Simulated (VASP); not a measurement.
Sc:

```
Sc
1.0
     3.37390    0.00000    0.00000
    -1.68695    2.92188    0.00000
     0.00000    0.00000    5.37672
Sc
2
Direct
  0.66667 0.33333 0.75000
  0.33333 0.66667 0.25000
```

Base run:

- Program: VASP 6.6.1
- Functional: r2SCAN
- Potentials or basis: VASP PAW PBE potentials, release 64 (Sc_sv)
- Cutoff: 520 eV
- k mesh: 9 × 9 × 5
- Occupations: fermi-dirac, width 0.05 eV
- Spin: no spin polarisation

Its results: band gap on the k mesh zero (bands 11 and 12 overlap by 1.11 eV); pressure -2.8 GPa.

Q: The run is repeated on the same cell with these changes: functional from r2SCAN to PBEsol. What comes out?

A: Band gap on the k mesh zero (bands 11 and 12 overlap by 1.01 eV); pressure -5.3 GPa.

Caveats: the PAW data sets were made with another functional, which shifts forces and pressure a little; the cell stands under tension (at least some runs).
